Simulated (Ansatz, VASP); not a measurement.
One calculation of BaTiO3, two programs

```xyz
5
Lattice="2.8277 1.6326 2.3177 -2.8277 1.6326 2.3177 0.0000 -3.2651 2.3177" Properties=species:S:1:pos:R:3 pbc="T T T"
Ba   -2.7004    1.6624    2.3728
Ti   -0.0605   -0.0667    3.6407
O    -0.0308   -1.5655    4.5301
O    -1.4487    0.8432    4.4791
O     1.4127    0.7592    4.5299
```

Alike in both runs: task relaxation of cell and atoms; functional PBEsol; k mesh 6 × 6 × 6; occupations fermi-dirac, width 0.05 eV; no spin polarisation.

|  | VASP | Ansatz |
| --- | --- | --- |
| version | VASP 6.6.1 | Ansatz 0.2.0 |
| potentials or method | VASP PAW PBE potentials, release 64 (Ba_sv, Ti_sv, O), cutoff 600 eV | all-electron LAPW, scalar-relativistic |

|  | VASP | Ansatz | Ansatz less VASP |
| --- | --- | --- | --- |
| relaxed volume (Å³/atom) | 12.85 | 12.70 | -0.149 |
| relaxed cell length with the largest relative difference (Å) | 4.019 | 3.995 | -0.0238 |

VASP's potentials were made for PBE, not for PBEsol. Ansatz ran all-electron here, and VASP with PAW potentials.

Neither program's run includes spin-orbit coupling. Noted on Ansatz's run: the k mesh is thin for a metal, which can move the energy by tens of meV per atom.
